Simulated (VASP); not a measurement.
Wanted: the native input for a VASP 6.6.1 run.

| Quantity | Value |
| --- | --- |
| Task | single point |
| Functional | PBEsol |
| Potentials or basis | VASP PAW PBE potentials, release 64 (Sn_d) |
| Cutoff | 520 eV |
| k mesh | 20 × 20 × 12 |
| Occupations | gaussian, width 0.15 eV |
| Spin | no spin polarisation |
| Dipole correction | no |
| Further INCAR settings | ALGO = Fast; EDIFF = 1e-07; NBANDS = 21 |

The structure of Sn lies in POSCAR:

```
Sn
1.0
   -1.8723950223      1.8723950223      1.8723950223
    1.8723950223     -1.8723950223      1.8723950223
    3.7447900446      3.7447900446      0.0000000000
Sn
2
Direct
   -0.0801113003     -0.0801113003      0.0000000000
    0.5801113003      0.5801113003      0.5000000000
```

This cell differs from its parent crystal: mode 5 (36.0 1/cm) frozen in, largest displacement +0.300 Å.

The input as run:

INCAR

```
SYSTEM = Sn
  PREC = Accurate
  ENCUT = 520
  EDIFF = 1E-7
  ISMEAR = 0
  SIGMA = 0.15
  LREAL = .FALSE.
  LASPH = .TRUE.
  NELM = 100
  ALGO = Fast
  ISIF = 2
  LWAVE = .FALSE.
  LCHARG = .FALSE.
  GGA = PS
  NBANDS = 21
```

KPOINTS

```
regular mesh
0
G
  20 20 12
  0 0 0
```

Potentials or basis: VASP PAW PBE potentials, release 64 (Sn_d).

Launch:

```bash
$ cat potpaw_PBE.64/Sn_d/POTCAR > POTCAR
$ mpirun -np 1 vasp_std > vasp.out
```

It gave:

```
Pressure               : 1.1 GPa
Largest force          : 0.301 eV/Å
Band gap on the k mesh : zero (band 14 reaches 12.72 eV, above the bottom of band 15 at 6.27 eV)
```

Caveat: the cell differs from its parent crystal (mode 5 (36.0 1/cm) frozen in, largest displacement +0.300 Å); the PAW data sets were made with another functional, which shifts forces and pressure a little; spin-orbit coupling is left out, which moves the levels of the heavy elements.

Wall time 18 min on 1 thread of Oxide Virtual Turin-like Processor, on a shared host, peak memory 0.65 GiB.
